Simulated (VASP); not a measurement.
# SrTiO3 (Pm-3m) in VASP: a series of runs

SrTiO3 is run at these levels: PBE+U; tasks: single point, relaxation of cell and atoms.

Program: VASP 6.6.1. These are calculated values, not measurements. Logs are shortened: lines on timing, memory, paths and dates and some standing lists are left out, and cuts for length are marked.

### 1 The cell of the first run

Symmetry: Pm-3m, No. 221, cubic system. Conventional cell: a = 3.947 Å, b = 3.947 Å, c = 3.947 Å, α = 90.00°, β = 90.00°, γ = 90.00°. Sr (site symmetry m-3m) has 12 O at 2.79 Å and 8 Ti at 3.42 Å within 3.7 Å. Within 2.6 Å of Ti (site symmetry m-3m) lie 6 O at 1.97 Å. O (site symmetry 4/mmm) has 2 Ti at 1.97 Å within 2.6 Å.

### 2 Single point, PBE+U

INCAR reads:

```
PREC = Accurate
ENCUT = 520
EDIFF = 1E-7
ISMEAR = 0
SIGMA = 0.02
LREAL = False
LASPH = True
NELM = 150
ALGO = Normal
ISIF = 2
LWAVE = False
LCHARG = False
LMAXMIX = 4
LDAU = True
LDAUTYPE = 2
LDAUL = -1 2 -1
LDAUU = 0 4 0
LDAUJ = 0 0 0
LDAUPRINT = 1
GGA = PE
NBANDS = 28
```

KPOINTS reads:

```
Automatic mesh
0
Gamma
  6 6 6
```

POSCAR reads:

```
SrTiO3
1.0
    3.9471414491      0.0000000000      0.0000000000
    0.0000000000      3.9471414491      0.0000000000
    0.0000000000      0.0000000000      3.9471414491
Sr Ti O
1 1 3
Direct
    0.0000000000      0.0000000000      0.0000000000
    0.5000000000      0.5000000000      0.5000000000
    0.5000000000      0.0000000000      0.5000000000
    0.5000000000      0.5000000000      0.0000000000
    0.0000000000      0.5000000000      0.5000000000
```

Potentials or basis: VASP PAW PBE potentials, release 64 (Sr_sv, Ti_sv, O).

Command:

```
cat potpaw_PBE.64/Sr_sv/POTCAR potpaw_PBE.64/Ti_sv/POTCAR potpaw_PBE.64/O/POTCAR > POTCAR
mpirun -np 1 vasp_std > vasp.out
```

OUTCAR:

```text
PREC = Accurate
   ENCUT = 520
   EDIFF = 1E-7
   ISMEAR = 0
   LREAL = False
   LASPH = True
   NELM = 150
   ISIF = 2
   GGA = PE

 ion  position               nearest neighbor table
   1  0.000  0.000  0.000-   3 2.79   4 2.79   5 2.79   3 2.79   5 2.79   4 2.79   5 2.79   5 2.79
                             3 2.79   4 2.79   3 2.79   4 2.79   2 3.42   2 3.42   2 3.42   2 3.42
   2  0.500  0.500  0.500-   3 1.97   4 1.97   5 1.97   4 1.97   3 1.97   5 1.97   1 3.42   1 3.42
                             1 3.42   1 3.42   1 3.42   1 3.42   1 3.42   1 3.42
   3  0.500  0.000  0.500-   2 1.97   2 1.97   1 2.79   1 2.79   1 2.79   1 2.79
   4  0.500  0.500  0.000-   2 1.97   2 1.97   1 2.79   1 2.79   1 2.79   1 2.79
   5  0.000  0.500  0.500-   2 1.97   2 1.97   1 2.79   1 2.79   1 2.79   1 2.79

  LATTYP: Found a simple cubic cell.
 ALAT       =     3.9471414491

  Lattice vectors:

 A1 = (   3.9471414491,   0.0000000000,   0.0000000000)
 A2 = (   0.0000000000,   3.9471414491,   0.0000000000)
 A3 = (   0.0000000000,   0.0000000000,   3.9471414491)

Analysis of symmetry for initial positions (statically):
=====================================================================
 Subroutine PRICEL returns:
 Original cell was already a primitive cell.

 Routine SETGRP: Setting up the symmetry group for a
 simple cubic supercell.

 Subroutine GETGRP returns: Found 48 space group operations
 (whereof 48 operations were pure point group operations)
 out of a pool of 48 trial point group operations.

The static configuration has the point symmetry O_h .

Analysis of symmetry for dynamics (positions and initial velocities):
=====================================================================
 Subroutine PRICEL returns:
 Original cell was already a primitive cell.

 Routine SETGRP: Setting up the symmetry group for a
 simple cubic supercell.

 Subroutine GETGRP returns: Found 48 space group operations
 (whereof 48 operations were pure point group operations)
 out of a pool of 48 trial point group operations.

The dynamic configuration has the point symmetry O_h .

 Subroutine INISYM returns: Found 48 space group operations
 (whereof 48 operations are pure point group operations),
 and found     1 'primitive' translations

----------------------------------------------------------------------------------------

                                     Primitive cell

  volume of cell :      61.4962

  direct lattice vectors                    reciprocal lattice vectors
     3.947141449  0.000000000  0.000000000     0.253347901  0.000000000  0.000000000
     0.000000000  3.947141449  0.000000000     0.000000000  0.253347901  0.000000000
     0.000000000  0.000000000  3.947141449     0.000000000  0.000000000  0.253347901

  length of vectors
     3.947141449  3.947141449  3.947141449     0.253347901  0.253347901  0.253347901

  position of ions in fractional coordinates (direct lattice)
     0.000000000  0.000000000  0.000000000
     0.500000000  0.500000000  0.500000000
     0.500000000  0.000000000  0.500000000
     0.500000000  0.500000000  0.000000000
     0.000000000  0.500000000  0.500000000

  ion indices of the primitive-cell ions
   primitive index   ion index
                 1           1
                 2           2
                 3           3
                 4           4
                 5           5

----------------------------------------------------------------------------------------

 KPOINTS: Automatic mesh

Automatic generation of k-mesh.
 Grid dimensions read from file:
 generate k-points for:    6    6    6

[... 48 lines left out ...]
 SYSTEM =  unknown system
   PREC   = accura    normal or accurate (medium, high low for compatibility)
   ISTART =      0    job   : 0-new  1-cont  2-samecut
   ICHARG =      2    charge: 1-file 2-atom 10-const
   ISPIN  =      1    spin polarized calculation?
   LNONCOLLINEAR =      F non collinear calculations
   LSORBIT =      F    spin-orbit coupling
   LASPH  =      T    aspherical Exc in radial PAW
   ENCUT  =  520.0 eV  38.22 Ry    6.18 a.u.   7.34  7.34  7.34*2*pi/ulx,y,z
   NELM   =    150;   NELMIN=  2; NELMDL= -5     # of ELM steps
   EDIFF  = 0.1E-06   stopping-criterion for ELM
   LREAL  =      F    real-space projection
   EDIFFG = 0.1E-05   stopping-criterion for IOM
   NSW    =      0    number of steps for IOM
   IBRION =     -1    ionic relax: 0-MD 1-quasi-New 2-CG
   NFREE  =      0    steps in history (QN), initial steepest desc. (CG)
   ISIF   =      2    stress and relaxation
   ISYM   =      2    0-nonsym 1-usesym 2-fastsym
   POTIM  = 0.5000    time-step for ionic-motion
   TEBEG  =    0.0;   TEEND  =   0.0 temperature during run
   PSTRESS=    0.0 pullay stress
   NELECT =      40.0000    total number of electrons
   NUPDOWN=      -1.0000    fix difference up-down
   EMIN   =  10.00;   EMAX   =-10.00  energy-range for DOS
   EFERMI =   0.00;   METHOD = LEGACY
   ISMEAR =     0;   SIGMA  =   0.02  broadening in eV -4-tet -1-fermi 0-gaus
   EFERMI_NEDOS =   21; number of points for ismear=-14 and -15
   IALGO  =     38    algorithm
   IMIX   =      4    mixing-type and parameters
     AMIX     =   0.40;   BMIX     =  1.00
     AMIX_MAG =   1.60;   BMIX_MAG =  1.00
  volume/ion in A,a.u.               =      12.30        83.00
  Fermi-wavevector in a.u.,A,eV,Ry     =   1.418444  2.680470 27.374689  2.011983
  Thomas-Fermi vector in A             =   2.539569
   LORBIT       =      0    0 simple, 1 ext, 2 COOP (PROOUT), +10 PAW based schemes
 LDA+U is selected, type is set to LDAUTYPE =  2
   angular momentum for each species LDAUL =    -1    2   -1
   U (eV)           for each species LDAUU =   0.0  4.0  0.0
   J (eV)           for each species LDAUJ =   0.0  0.0  0.0
   GGA     = PE    functional components
   LHFCALC =     F    Hartree Fock is set to
   AEXX    =    0.0000 exact exchange contribution
   IVDW    =     0    specifies the selected vdW correction
   LEPSILON=     F    determine dielectric tensor
   LRPA    =     F    only Hartree local field effects (RPA)
 non-spin polarized calculation
 Gauss-broadening in eV      SIGMA  =   0.02
  energy-cutoff  :      520.00
  volume of cell :       61.50
 maximum number of plane-waves:      1675
 NGX is ok and might be reduce to    30

atom =   2  type =  2  l = 2

 onsite density matrix

spin component  1

  0.1022  0.0000 -0.0000 -0.0000 -0.0000
  0.0000  0.1022 -0.0000 -0.0000 -0.0000
 -0.0000 -0.0000  0.2476 -0.0000 -0.0000
 -0.0000 -0.0000 -0.0000  0.1022  0.0000
 -0.0000 -0.0000 -0.0000  0.0000  0.2476

spin component  2

  0.1022  0.0000 -0.0000 -0.0000 -0.0000
  0.0000  0.1022 -0.0000 -0.0000 -0.0000
 -0.0000 -0.0000  0.2476 -0.0000 -0.0000
 -0.0000 -0.0000 -0.0000  0.1022  0.0000
 -0.0000 -0.0000 -0.0000  0.0000  0.2476

 occupancies and eigenvectors

  o =  0.1022  v =  0.0000 -0.9608 -0.0000  0.2772 -0.0000  0.0000  0.0000  0.0000  0.0000  0.0000      0.0000  0.0000  0.0000  0.0000  0.0000  0.0000  0.0000  0.0000  0.0000  0.0000
  o =  0.1022  v =  0.0000  0.0000  0.0000  0.0000  0.0000  0.0000 -0.9608 -0.0000  0.2772 -0.0000      0.0000  0.0000  0.0000  0.0000  0.0000  0.0000  0.0000  0.0000  0.0000  0.0000
  o =  0.1022  v =  0.0000  0.0000  0.0000  0.0000  0.0000  0.0000  0.2772  0.0000  0.9608  0.0000      0.0000  0.0000  0.0000  0.0000  0.0000  0.0000  0.0000  0.0000  0.0000  0.0000
  o =  0.1022  v =  0.0000  0.2772  0.0000  0.9608  0.0000  0.0000  0.0000  0.0000  0.0000  0.0000      0.0000  0.0000  0.0000  0.0000  0.0000  0.0000  0.0000  0.0000  0.0000  0.0000
  o =  0.1022  v =  0.0000  0.0000  0.0000  0.0000  0.0000  1.0000  0.0000  0.0000  0.0000  0.0000      0.0000  0.0000  0.0000  0.0000  0.0000  0.0000  0.0000  0.0000  0.0000  0.0000
  o =  0.1022  v =  1.0000  0.0000  0.0000  0.0000  0.0000  0.0000  0.0000  0.0000  0.0000  0.0000      0.0000  0.0000  0.0000  0.0000  0.0000  0.0000  0.0000  0.0000  0.0000  0.0000
  o =  0.2476  v =  0.0000 -0.0000  0.9672  0.0000  0.2541  0.0000  0.0000  0.0000  0.0000  0.0000      0.0000  0.0000  0.0000  0.0000  0.0000  0.0000  0.0000  0.0000  0.0000  0.0000
  o =  0.2476  v =  0.0000  0.0000  0.0000  0.0000  0.0000  0.0000 -0.0000  0.9672  0.0000  0.2541      0.0000  0.0000  0.0000  0.0000  0.0000  0.0000  0.0000  0.0000  0.0000  0.0000
  o =  0.2476  v =  0.0000  0.0000  0.0000  0.0000  0.0000  0.0000  0.0000  0.2541 -0.0000 -0.9672      0.0000  0.0000  0.0000  0.0000  0.0000  0.0000  0.0000  0.0000  0.0000  0.0000
  o =  0.2476  v =  0.0000  0.0000  0.2541 -0.0000 -0.9672  0.0000  0.0000  0.0000  0.0000  0.0000      0.0000  0.0000  0.0000  0.0000  0.0000  0.0000  0.0000  0.0000  0.0000  0.0000

 number of electron      39.9999986 magnetization

 Free energy of the ion-electron system (eV)
  ---------------------------------------------------
  ext. energy  EPLUGINS =         0.00000000
  ---------------------------------------------------
  free energy    TOTEN  =       -37.40427329 eV

  energy without entropy =      -37.40427329  energy(sigma->0) =      -37.40427329

 E-fermi :   4.2695     XC(G=0): -11.1099

 val. band max:        4.0408557344   @ k =   0.5000   0.5000   0.5000
 cond. band min:       6.3478999129   @ k =   0.0000   0.0000   0.0000
 fundamental gap:      2.3070441784
 Fermi energy:         4.2695420643

 k-point     1 :       0.0000    0.0000    0.0000
  band No.  band energies     occupation
      1     -53.6098      2.00000
      2     -29.7868      2.00000
      3     -29.7868      2.00000
      4     -29.7868      2.00000
      5     -28.8470      2.00000
      6     -13.3351      2.00000
[... 609 lines left out ...]
     27      12.0213      0.00000
     28      12.0213      0.00000

------------------------ aborting loop because EDIFF is reached ----------------------------------------

  FORCE on cell =-STRESS in cart. coord.  units (eV):
  Direction    XX          YY          ZZ          XY          YZ          ZX
  --------------------------------------------------------------------------------------
  -------------------------------------------------------------------------------------
  Total        1.0419209      1.0419209      1.0419209     -0.0000000     -0.0000000      0.0000000
  in kB       27.1454636     27.1454636     27.1454636     -0.0000000     -0.0000000      0.0000000
  external PRESSURE =      27.1454636 kB  Pullay stress =       0.0000000 kB

 VOLUME and BASIS-vectors are now :
 -----------------------------------------------------------------------------
  energy-cutoff  :      520.00
  volume of cell :       61.50
      direct lattice vectors                 reciprocal lattice vectors
     3.947141449  0.000000000  0.000000000     0.253347901  0.000000000  0.000000000
     0.000000000  3.947141449  0.000000000     0.000000000  0.253347901  0.000000000
     0.000000000  0.000000000  3.947141449     0.000000000  0.000000000  0.253347901

 POSITION                                       TOTAL-FORCE (eV/Angst)
 -----------------------------------------------------------------------------------
      0.00000      0.00000      0.00000         0.000000      0.000000      0.000000
      1.97357      1.97357      1.97357         0.000000      0.000000      0.000000
      1.97357      0.00000      1.97357         0.000000      0.000000      0.000000
      1.97357      1.97357      0.00000         0.000000      0.000000      0.000000
      0.00000      1.97357      1.97357         0.000000      0.000000      0.000000
 -----------------------------------------------------------------------------------
    total drift:                                0.000000      0.000000     -0.000000

  FREE ENERGIE OF THE ION-ELECTRON SYSTEM (eV)
  ---------------------------------------------------
  free  energy   TOTEN  =       -37.4042732865 eV

  energy  without entropy=      -37.4042732865  energy(sigma->0) =      -37.40427329
```

Run time: 84 s. Hardware: 1 thread of Intel Xeon 8259CL, shared host; peak memory 0.19 GiB.

Results:

* Free energy: -37.4043 eV
* Pressure: 2.7 GPa
* Band gap on the k mesh: 2.31 eV (least direct gap 2.74 eV)

Eigenvalues of the final occupation matrices:
```
    site  spin  trace               eigenvalues
site 2 d     1   0.80  0.10 0.10 0.10 0.25 0.25
site 2 d     2   0.80  0.10 0.10 0.10 0.25 0.25
```

A k mesh can miss the band edges.

### 3 Single point, PBE+U

This run uses another cell than the first one: it holds 20 atoms, not 5.

INCAR reads:

```
ALGO = Normal
EDIFF = 1E-6
ENCUT = 520
GGA = PE
ISIF = 2
ISMEAR = 0
LASPH = T
LCHARG = F
LDAU = T
LDAUJ = 0 0 0
LDAUL = -1 2 -1
LDAUPRINT = 1
LDAUTYPE = 2
LDAUU = 0 4 0
LMAXMIX = 4
LREAL = Auto
LWAVE = F
NBANDS = 96
NELM = 150
PREC = Accurate
SIGMA = 0.02
```

KPOINTS reads:

```
Automatic mesh
0
Gamma
  2 2 2
  0.5 0.5 0.5
```

POSCAR reads:

```
SrTiO3
1.0
   -3.9471414491      3.9471414491      3.9471414491
    3.9471414491     -3.9471414491      3.9471414491
    3.9471414491      3.9471414491     -3.9471414491
Sr Ti O
4 4 12
Direct
    0.0000000000      0.5000000000      0.5000000000
    0.5000000000      0.0000000000      0.5000000000
    0.5000000000      0.5000000000      0.0000000000
    0.0000000000      0.0000000000      0.0000000000
    0.5000000000      0.5000000000      0.5000000000
    0.0000000000      0.0000000000      0.5000000000
    0.0000000000      0.5000000000      0.0000000000
    0.5000000000      0.0000000000      0.0000000000
    0.2500000000      0.5000000000      0.2500000000
    0.7500000000      0.0000000000      0.2500000000
    0.7500000000      0.5000000000      0.7500000000
    0.2500000000      0.0000000000      0.7500000000
    0.2500000000      0.2500000000      0.5000000000
    0.7500000000      0.7500000000      0.5000000000
    0.7500000000      0.2500000000      0.0000000000
    0.2500000000      0.7500000000      0.0000000000
    0.5000000000      0.7500000000      0.7500000000
    0.0000000000      0.2500000000      0.7500000000
    0.0000000000      0.7500000000      0.2500000000
    0.5000000000      0.2500000000      0.2500000000
```

Potentials or basis: VASP PAW PBE potentials, release 64 (Sr_sv, Ti_sv, O).

Command:

```
cat potpaw_PBE.64/Sr_sv/POTCAR potpaw_PBE.64/Ti_sv/POTCAR potpaw_PBE.64/O/POTCAR > POTCAR
mpirun -np 1 vasp_std > vasp.out
```

Wall time 4.9 min (1 thread of Intel Xeon 8259CL, shared host); peak memory 0.4 GiB.

It converged, with:

| Quantity | Value |
| --- | --- |
| Free energy | -149.5769 eV |
| Pressure | 2.7 GPa |
| Band gap on the k mesh | 2.43 eV |

Levels at points of the mesh, in eV from the valence-band top:
```
           k point  band 78  band 79  band 80  band 81  band 82  band 83
(0.25, 0.25, 0.25)    -0.55    -0.55    -0.55     3.72     3.72     3.72
```

Eigenvalues of the final occupation matrices:
| site | spin | trace | eigenvalues |
| --- | --- | --- | --- |
| site 5 d | 1 | 0.80 | 0.10 0.10 0.10 0.25 0.25 |
| site 5 d | 2 | 0.80 | 0.10 0.10 0.10 0.25 0.25 |
| site 6 d | 1 | 0.80 | 0.10 0.10 0.10 0.25 0.25 |
| site 6 d | 2 | 0.80 | 0.10 0.10 0.10 0.25 0.25 |
| site 7 d | 1 | 0.80 | 0.10 0.10 0.10 0.25 0.25 |
| site 7 d | 2 | 0.80 | 0.10 0.10 0.10 0.25 0.25 |
| site 8 d | 1 | 0.80 | 0.10 0.10 0.10 0.25 0.25 |
| site 8 d | 2 | 0.80 | 0.10 0.10 0.10 0.25 0.25 |

Caveat: the k points lie up to 0.56 Å⁻¹ apart; a shifted mesh leaves out Γ, where band edges can lie. A k mesh can miss the band edges.

### 4 Relaxation of cell and atoms, PBE+U

This run uses another cell than the first one, of 11.98 Å³/atom.

INCAR reads:

```
SYSTEM = SrTiO3
ALGO = Normal
EDIFF = 1E-7
EDIFFG = -0.005
ENCUT = 600
GGA = PE
IBRION = 2
ISIF = 3
ISMEAR = 0
LASPH = .TRUE.
LCHARG = .FALSE.
LDAU = .TRUE.
LDAUJ = 0 0 0
LDAUL = -1 2 -1
LDAUPRINT = 1
LDAUTYPE = 2
LDAUU = 0 4 0
LMAXMIX = 4
LREAL = .FALSE.
LWAVE = .FALSE.
NELM = 150
NSW = 100
PREC = Accurate
SIGMA = 0.02
```

KPOINTS reads:

```
k-points
0
G
  6 6 6
  0 0 0
```

POSCAR reads:

```
SrTiO3
1.0
    3.9127013100      0.0000000000      0.0000000000
    0.0000000000      3.9127013100      0.0000000000
    0.0000000000      0.0000000000      3.9127013100
Sr Ti O
1 1 3
Direct
    0.0000000000      0.0000000000      0.0000000000
    0.5000000000      0.5000000000      0.5000000000
    0.5000000000      0.0000000000      0.5000000000
    0.5000000000      0.5000000000      0.0000000000
    0.0000000000      0.5000000000      0.5000000000
```

Command:

```
cat potpaw_PBE.64/Sr_sv/POTCAR potpaw_PBE.64/Ti_sv/POTCAR potpaw_PBE.64/O/POTCAR > POTCAR
mpirun -np 1 vasp_std > vasp.out
```

It took 2.1 min on 1 thread of Intel Xeon 8259CL, shared host; peak memory 0.21 GiB.

The run converged. Its results:

* Free energy: -37.4149 eV
* Relaxed volume: 12.49 Å³/atom
* Relaxed cell: a = 3.967 Å, b = 3.967 Å, c = 3.967 Å, α = 90.00°, β = 90.00°, γ = 90.00°
* Space group after relaxing (to 0.1 Å): Pm-3m (No. 221)
* Energy gained by relaxing: 11.3 meV/atom
* Ionic steps: 3
* Pressure after relaxing: 0.0 GPa
* Band gap on the k mesh: 2.27 eV (least direct gap 2.71 eV)

The path:
```csv
step,energy change (eV),largest force (eV/Å),pressure (GPa),volume (Å³)
1,0.0000,0.0000,7.46,59.90
2,-0.0109,0.0000,-5.82,64.87
3,-0.0567,0.0000,-0.03,62.44
```

Final structure:
```cif
data_structure
_symmetry_space_group_name_H-M 'P 1'
_symmetry_Int_Tables_number 1
_cell_length_a 3.9673
_cell_length_b 3.9673
_cell_length_c 3.9673
_cell_angle_alpha 90.000
_cell_angle_beta 90.000
_cell_angle_gamma 90.000
_cell_volume 62.44
loop_
_atom_site_label
_atom_site_type_symbol
_atom_site_fract_x
_atom_site_fract_y
_atom_site_fract_z
_atom_site_occupancy
Sr1 Sr 0.00000 0.00000 0.00000 1
Ti1 Ti 0.50000 0.50000 0.50000 1
O1 O 0.50000 0.00000 0.50000 1
O2 O 0.50000 0.50000 0.00000 1
O3 O 0.00000 0.50000 0.50000 1
```

Levels at points of the mesh, in eV from the valence-band top:
```csv
k point,band 18,band 19,band 20,band 21,band 22,band 23
"(0.00, 0.00, 0.00)",-0.44,-0.44,-0.44,2.27,2.27,2.27
"(0.50, 0.00, 0.00)",-1.86,-0.80,-0.80,2.45,4.00,4.00
"(0.50, 0.50, 0.00)",-1.54,-1.54,-0.09,4.01,4.01,4.47
"(0.50, 0.50, 0.50)",0.00,0.00,0.00,4.65,4.65,4.65
```

Eigenvalues of the final occupation matrices:
| site | spin | trace | eigenvalues |
| --- | --- | --- | --- |
| site 2 d | 1 | 0.79 | 0.10 0.10 0.10 0.24 0.24 |
| site 2 d | 2 | 0.79 | 0.10 0.10 0.10 0.24 0.24 |

A k mesh can miss the band edges.

### 5 The runs side by side

| task | cell | k mesh | cutoff (eV) | gap on the mesh (eV) | pressure (GPa) |
| --- | --- | --- | --- | --- | --- |
| single point | a = 3.947 Å, 5 atoms, atomic positions A | 6 × 6 × 6 | 520 | 2.31 | 2.7 |
| single point | a = 6.837 Å, angles 109.5°, 20 atoms, atomic positions B | 2 × 2 × 2, shifted | 520 | 2.43 | 2.7 |
| relaxation of cell and atoms | relaxed from a = 3.913 Å, 5 atoms, atomic positions A | 6 × 6 × 6 | 600 | 2.27 | 0.0 |

Alike in all rows: level PBE+U; potentials or basis VASP PAW PBE potentials, release 64 (Sr_sv, Ti_sv, O); no spin polarisation; Ti d U = 4.0 eV; smearing gaussian 0.02 eV.

Caveats: some runs use coarse meshes; a shifted mesh leaves out Γ, where band edges can lie (at least some runs).

Total energies depend on the potentials used, so only differences within one code and one set of settings carry meaning.
